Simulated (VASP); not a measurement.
# AgBi2 (Fd-3m) in VASP: further runs

Runs on AgBi2. Level: PBE. Tasks: single point, relaxation of cell and atoms.

All numbers are computed with VASP 6.6.1; they aren't measurements. Logs are shortened: lines on timing, memory, paths and dates and some standing lists are left out, and cuts for length are marked.

## (1) The cell of the first run

It takes space group Fd-3m (No. 227, cubic). The conventional cell has a = 9.168 Å, b = 9.168 Å, c = 9.168 Å, α = 90.00°, β = 90.00°, γ = 90.00°. Within 5.0 Å of Ag (site symmetry -43m) lie 12 Bi at 3.80 Å and 4 Ag at 3.97 Å. Bi (site symmetry -3m) has 6 Bi at 3.24 Å and 6 Ag at 3.80 Å within 4.3 Å.

## (2) Single point, PBE

INCAR reads:

```
SYSTEM = AgBi2
ALGO = Normal ; EDIFF = 1E-6
ENCUT = 520 ; GGA = PE
ISIF = 2 ; ISMEAR = 0
LASPH = .True. ; LCHARG = .False.
LREAL = .False. ; LWAVE = .False.
NBANDS = 50 ; NELM = 100
PREC = Accurate ; SIGMA = 0.1
```

KPOINTS reads:

```
k-points
0
Gamma
  4 4 4
  0 0 0
```

POSCAR reads:

```
AgBi2
1.0
    0.0000000000      4.5841604525      4.5841604525
    4.5841604525      0.0000000000      4.5841604525
    4.5841604525      4.5841604525      0.0000000000
Ag Bi
2 4
Direct
    0.0000000000      0.0000000000      0.0000000000
    0.2500000000      0.2500000000      0.2500000000
    0.6250000000      0.6250000000      0.6250000000
    0.1250000000      0.6250000000      0.6250000000
    0.6250000000      0.6250000000      0.1250000000
    0.6250000000      0.1250000000      0.6250000000
```

Potentials or basis: VASP PAW PBE potentials, release 64 (Ag, Bi_d).

The run is started by

```
$ cat potpaw_PBE.64/Ag/POTCAR potpaw_PBE.64/Bi_d/POTCAR > POTCAR
$ mpirun -np 1 vasp_std > vasp.out
```

OUTCAR:

```text
SYSTEM = AgBi2
   EDIFF = 1E-6
   ENCUT = 520
   GGA = PE
   ISIF = 2
   ISMEAR = 0
   LASPH = .True.
   LREAL = .False.
   NELM = 100
   PREC = Accurate

 ion  position               nearest neighbor table
   1  0.000  0.000  0.000-
   2  0.250  0.250  0.250-
   3  0.625  0.625  0.625-   4 3.24   5 3.24   6 3.24   5 3.24   6 3.24   4 3.24
   4  0.125  0.625  0.625-   3 3.24   5 3.24   6 3.24   3 3.24   5 3.24   6 3.24
   5  0.625  0.625  0.125-   3 3.24   3 3.24   4 3.24   6 3.24   6 3.24   4 3.24
   6  0.625  0.125  0.625-   3 3.24   5 3.24   3 3.24   4 3.24   5 3.24   4 3.24

  LATTYP: Found a face centered cubic cell.
 ALAT       =     9.1683209050

  Lattice vectors:

 A1 = (   0.0000000000,   4.5841604525,   4.5841604525)
 A2 = (   4.5841604525,   0.0000000000,   4.5841604525)
 A3 = (   4.5841604525,   4.5841604525,   0.0000000000)

Analysis of symmetry for initial positions (statically):
=====================================================================
 Subroutine PRICEL returns:
 Original cell was already a primitive cell.

 Routine SETGRP: Setting up the symmetry group for a
 face centered cubic supercell.

 Subroutine GETGRP returns: Found 48 space group operations
 (whereof 24 operations were pure point group operations)
 out of a pool of 48 trial point group operations.

The static configuration has the point symmetry T_d .
 The point group associated with its full space group is O_h .

Analysis of symmetry for dynamics (positions and initial velocities):
=====================================================================
 Subroutine PRICEL returns:
 Original cell was already a primitive cell.

 Routine SETGRP: Setting up the symmetry group for a
 face centered cubic supercell.

 Subroutine GETGRP returns: Found 48 space group operations
 (whereof 24 operations were pure point group operations)
 out of a pool of 48 trial point group operations.

The dynamic configuration has the point symmetry T_d .
 The point group associated with its full space group is O_h .

 Subroutine INISYM returns: Found 48 space group operations
 (whereof 24 operations are pure point group operations),
 and found     1 'primitive' translations

----------------------------------------------------------------------------------------

                                     Primitive cell

  volume of cell :     192.6679

  direct lattice vectors                    reciprocal lattice vectors
     0.000000000  4.584160452  4.584160452    -0.109071226  0.109071226  0.109071226
     4.584160452  0.000000000  4.584160452     0.109071226 -0.109071226  0.109071226
     4.584160452  4.584160452  0.000000000     0.109071226  0.109071226 -0.109071226

  length of vectors
     6.482981884  6.482981884  6.482981884     0.188916905  0.188916905  0.188916905

  position of ions in fractional coordinates (direct lattice)
     0.000000000  0.000000000  0.000000000
     0.250000000  0.250000000  0.250000000
     0.625000000  0.625000000  0.625000000
     0.125000000  0.625000000  0.625000000
     0.625000000  0.625000000  0.125000000
     0.625000000  0.125000000  0.625000000

  ion indices of the primitive-cell ions
   primitive index   ion index
                 1           1
                 2           2
                 3           3
                 4           4
                 5           5
                 6           6

----------------------------------------------------------------------------------------

 KPOINTS: k-points

Automatic generation of k-mesh.
 Grid dimensions read from file:
 generate k-points for:    4    4    4

 Generating k-lattice:

  Cartesian coordinates                     Fractional coordinates (reciprocal lattice)
    -0.027267806  0.027267806  0.027267806     0.250000000  0.000000000  0.000000000
     0.027267806 -0.027267806  0.027267806     0.000000000  0.250000000  0.000000000
     0.027267806  0.027267806 -0.027267806     0.000000000  0.000000000  0.250000000

  Length of vectors
     0.047229226  0.047229226  0.047229226

  Shift w.r.t. Gamma in fractional coordinates (k-lattice)
     0.000000000  0.000000000  0.000000000

 Subroutine IBZKPT returns following result:
 ===========================================

 Found      8 irreducible k-points:

 Following reciprocal coordinates:
            Coordinates               Weight
  0.000000  0.000000  0.000000      1.000000
  0.250000  0.000000  0.000000      8.000000
  0.500000  0.000000  0.000000      4.000000
  0.250000  0.250000  0.000000      6.000000
  0.500000  0.250000  0.000000     24.000000
 -0.250000  0.250000  0.000000     12.000000
  0.500000  0.500000  0.000000      3.000000
 -0.250000  0.500000  0.250000      6.000000
   k-points           NKPTS =      8   k-points in BZ     NKDIM =      8   number of bands    NBANDS=     50
   number of dos      NEDOS =    301   number of ions     NIONS =      6
   total plane-waves  NPLWV = 110592
   dimension x,y,z NGX =    48 NGY =   48 NGZ =   48
   dimension x,y,z NGXF=    96 NGYF=   96 NGZF=   96
   ions per type =               2   4
   NGX,Y,Z   is equivalent  to a cutoff of  12.31, 12.31, 12.31 a.u.
   NGXF,Y,Z  is equivalent  to a cutoff of  24.62, 24.62, 24.62 a.u.
 SYSTEM =  AgBi2
   PREC   = accura    normal or accurate (medium, high low for compatibility)
   ISTART =      0    job   : 0-new  1-cont  2-samecut
   ICHARG =      2    charge: 1-file 2-atom 10-const
   ISPIN  =      1    spin polarized calculation?
   LNONCOLLINEAR =      F non collinear calculations
   LSORBIT =      F    spin-orbit coupling
   LASPH  =      T    aspherical Exc in radial PAW
   ENCUT  =  520.0 eV  38.22 Ry    6.18 a.u.  12.05 12.05 12.05*2*pi/ulx,y,z
   NELM   =    100;   NELMIN=  2; NELMDL= -5     # of ELM steps
   EDIFF  = 0.1E-05   stopping-criterion for ELM
   LREAL  =      F    real-space projection
   EDIFFG = 0.1E-04   stopping-criterion for IOM
   NSW    =      0    number of steps for IOM
   IBRION =     -1    ionic relax: 0-MD 1-quasi-New 2-CG
   NFREE  =      0    steps in history (QN), initial steepest desc. (CG)
   ISIF   =      2    stress and relaxation
   ISYM   =      2    0-nonsym 1-usesym 2-fastsym
   POTIM  = 0.5000    time-step for ionic-motion
   TEBEG  =    0.0;   TEEND  =   0.0 temperature during run
   PSTRESS=    0.0 pullay stress
   NELECT =      82.0000    total number of electrons
   NUPDOWN=      -1.0000    fix difference up-down
   EMIN   =  10.00;   EMAX   =-10.00  energy-range for DOS
   EFERMI =   0.00;   METHOD = LEGACY
   ISMEAR =     0;   SIGMA  =   0.10  broadening in eV -4-tet -1-fermi 0-gaus
   EFERMI_NEDOS =   21; number of points for ismear=-14 and -15
   IALGO  =     38    algorithm
   IMIX   =      4    mixing-type and parameters
     AMIX     =   0.40;   BMIX     =  1.00
     AMIX_MAG =   1.60;   BMIX_MAG =  1.00
  volume/ion in A,a.u.               =      32.11       216.70
  Fermi-wavevector in a.u.,A,eV,Ry     =   1.231430  2.327065 20.632136  1.516419
  Thomas-Fermi vector in A             =   2.366240
   LORBIT       =      0    0 simple, 1 ext, 2 COOP (PROOUT), +10 PAW based schemes
   GGA     = PE    functional components
   LHFCALC =     F    Hartree Fock is set to
   AEXX    =    0.0000 exact exchange contribution
   IVDW    =     0    specifies the selected vdW correction
   LEPSILON=     F    determine dielectric tensor
   LRPA    =     F    only Hartree local field effects (RPA)
 non-spin polarized calculation
 Gauss-broadening in eV      SIGMA  =   0.10
  energy-cutoff  :      520.00
  volume of cell :      192.67
 maximum number of plane-waves:      5218
   NGX = 25   NGY = 25   NGZ = 25

 number of electron      81.9999976 magnetization

 Free energy of the ion-electron system (eV)
  ---------------------------------------------------
  ext. energy  EPLUGINS =         0.00000000
  ---------------------------------------------------
  free energy    TOTEN  =       -18.07719270 eV

  energy without entropy =      -18.05939064  energy(sigma->0) =      -18.06829167

 E-fermi :   5.6602     XC(G=0):  -9.6620

 val. band max:        5.6240747202   @ k =   0.5000   0.0000   0.0000
 cond. band min:       5.6708431590   @ k =  -0.2500   0.2500   0.0000
 fundamental gap:      0.0467684388
 Fermi energy:         5.6602066074

 k-point     1 :       0.0000    0.0000    0.0000
  band No.  band energies     occupation
      1     -17.2108      2.00000
      2     -17.1383      2.00000
      3     -17.1383      2.00000
      4     -17.1305      2.00000
      5     -17.1305      2.00000
      6     -17.1305      2.00000
[... 42 lines left out ...]
     49      10.1546      0.00000
     50      10.1546      0.00000

 k-point     2 :       0.2500    0.0000    0.0000
  band No.  band energies     occupation
      1     -17.1834      2.00000
      2     -17.1321      2.00000
      3     -17.1321      2.00000
      4     -17.1143      2.00000
      5     -17.0875      2.00000
      6     -17.0875      2.00000
[... 42 lines left out ...]
     49       9.8158      0.00000
     50      10.2708      0.00000

 k-point     3 :       0.5000    0.0000    0.0000
  band No.  band energies     occupation
      1     -17.1646      2.00000
      2     -17.1288      2.00000
      3     -17.1288      2.00000
      4     -17.0585      2.00000
      5     -17.0054      2.00000
      6     -16.9963      2.00000
[... 42 lines left out ...]
     49      10.0240      0.00000
     50      11.0262      0.00000

 k-point     4 :       0.2500    0.2500    0.0000
  band No.  band energies     occupation
      1     -17.1702      2.00000
      2     -17.1277      2.00000
      3     -17.1236      2.00000
      4     -17.0895      2.00000
      5     -17.0895      2.00000
      6     -17.0892      2.00000
[... 42 lines left out ...]
     49      10.1738      0.00000
     50      10.1754      0.00000

 k-point     5 :       0.5000    0.2500    0.0000
  band No.  band energies     occupation
      1     -17.1416      2.00000
      2     -17.1108      2.00000
      3     -17.0959      2.00000
      4     -17.0854      2.00000
      5     -17.0255      2.00000
      6     -17.0023      2.00000
[... 42 lines left out ...]
     49       9.9618      0.00000
     50      10.5855      0.00000

 k-point     6 :      -0.2500    0.2500    0.0000
  band No.  band energies     occupation
      1     -17.1503      2.00000
      2     -17.1135      2.00000
      3     -17.1063      2.00000
      4     -17.0969      2.00000
      5     -17.0676      2.00000
      6     -17.0141      2.00000
[... 42 lines left out ...]
     49      10.2911      0.00000
     50      10.3590      0.00000

 k-point     7 :       0.5000    0.5000    0.0000
  band No.  band energies     occupation
      1     -17.1330      2.00000
      2     -17.1330      2.00000
      3     -17.0320      2.00000
      4     -17.0320      2.00000
      5     -17.0225      2.00000
      6     -17.0225      2.00000
[... 42 lines left out ...]
     49      10.4883      0.00000
     50      10.4970      0.00000

 k-point     8 :      -0.2500    0.5000    0.2500
  band No.  band energies     occupation
      1     -17.1023      2.00000
      2     -17.1023      2.00000
      3     -17.0881      2.00000
      4     -17.0881      2.00000
      5     -17.0064      2.00000
      6     -17.0064      2.00000
[... 42 lines left out ...]
     49       9.6140      0.00000
     50       9.6140      0.00000

------------------------ aborting loop because EDIFF is reached ----------------------------------------

  FORCE on cell =-STRESS in cart. coord.  units (eV):
  Direction    XX          YY          ZZ          XY          YZ          ZX
  --------------------------------------------------------------------------------------
  -------------------------------------------------------------------------------------
  Total        0.3170787      0.3170787      0.3170787      0.0000000      0.0000000     -0.0000000
  in kB        2.6367455      2.6367455      2.6367455      0.0000000      0.0000000     -0.0000000
  external PRESSURE =       2.6367455 kB  Pullay stress =       0.0000000 kB

 VOLUME and BASIS-vectors are now :
 -----------------------------------------------------------------------------
  energy-cutoff  :      520.00
  volume of cell :      192.67
      direct lattice vectors                 reciprocal lattice vectors
     0.000000000  4.584160452  4.584160452    -0.109071226  0.109071226  0.109071226
     4.584160452  0.000000000  4.584160452     0.109071226 -0.109071226  0.109071226
     4.584160452  4.584160452  0.000000000     0.109071226  0.109071226 -0.109071226

 POSITION                                       TOTAL-FORCE (eV/Angst)
 -----------------------------------------------------------------------------------
      0.00000      0.00000      0.00000        -0.000000     -0.000000     -0.000000
      2.29208      2.29208      2.29208        -0.000000      0.000000      0.000000
      5.73020      5.73020      5.73020         0.000000      0.000000      0.000000
      5.73020      3.43812      3.43812         0.000000      0.000000      0.000000
      3.43812      3.43812      5.73020         0.000000      0.000000      0.000000
      3.43812      5.73020      3.43812         0.000000      0.000000      0.000000
 -----------------------------------------------------------------------------------
    total drift:                                0.000000      0.000000      0.000000

  FREE ENERGIE OF THE ION-ELECTRON SYSTEM (eV)
  ---------------------------------------------------
  free  energy   TOTEN  =       -18.0771927038 eV

  energy  without entropy=      -18.0593906377  energy(sigma->0) =      -18.06829167
```

It took 52 s on 1 thread of Intel Xeon 6975P-C (Granite Rapids), shared host; peak memory 0.33 GiB.

What came out:

```
Free energy            : -18.0772 eV
Pressure               : 0.3 GPa
Band gap on the k mesh : zero (bands 41 and 42 overlap by 0.24 eV)
```

Caveat: spin-orbit coupling is left out, which moves the levels of the heavy elements.

## (3) Single point, PBE

This run uses another cell than the first one, of 32.01 Å³/atom.

INCAR reads:

```
ALGO = Fast
EDIFF = 1E-7
ENCUT = 520
GGA = PE
ISIF = 2
ISMEAR = 0
LASPH = True
LCHARG = True
LELF = True
LREAL = False
LVHAR = True
LWAVE = False
NBANDS = 50
NELM = 80
PREC = Accurate
SIGMA = 0.1
```

KPOINTS reads:

```
k-points
0
Gamma
  8 8 8
```

POSCAR reads:

```
AgBi2
1.0
    0.0000000000      4.5792700884      4.5792700884
    4.5792700884      0.0000000000      4.5792700884
    4.5792700884      4.5792700884      0.0000000000
Ag Bi
2 4
Direct
    0.5000000000      0.5000000000      0.5000000000
    0.7500000000      0.7500000000      0.7500000000
    0.1250000000      0.1250000000      0.1250000000
    0.6250000000      0.1250000000      0.1250000000
    0.1250000000      0.1250000000      0.6250000000
    0.1250000000      0.6250000000      0.1250000000
```

Potentials or basis: VASP PAW PBE potentials, release 64 (Ag, Bi_d).

The run is started by

```
$ cat potpaw_PBE.64/Ag/POTCAR potpaw_PBE.64/Bi_d/POTCAR > POTCAR
$ mpirun -np 1 vasp_std > vasp.out
```

Wall time 3.4 min (1 thread of Intel Xeon 6975P-C (Granite Rapids), shared host); peak memory 0.44 GiB.

Results (log left out):

| Property | Result |
| --- | --- |
| Free energy | -18.2958 eV |
| Pressure | 0.0 GPa |
| Band gap on the k mesh | zero (bands 41 and 42 overlap by 0.90 eV) |

Levels at points of the mesh, in eV from the Fermi level:
| k point | band 38 | band 39 | band 40 | band 41 | band 42 | band 43 | band 44 | band 45 |
| --- | --- | --- | --- | --- | --- | --- | --- | --- |
| (0.00, 0.00, 0.00) | -2.82 | -1.68 | -1.31 | -1.31 | 1.26 | 2.09 | 2.09 | 2.09 |
| (0.50, 0.00, 0.00) | -2.20 | -0.46 | -0.46 | -0.39 | -0.24 | 0.00 | 0.00 | 2.06 |
| (0.50, 0.50, 0.00) | -1.28 | -1.17 | -1.17 | -0.12 | -0.12 | 0.29 | 0.29 | 2.05 |

Caveat: spin-orbit coupling is left out, which moves the levels of the heavy elements.

[end of part 1 of 2]

The gap in the log of VASP goes by the Fermi energy; the results here count the filled bands.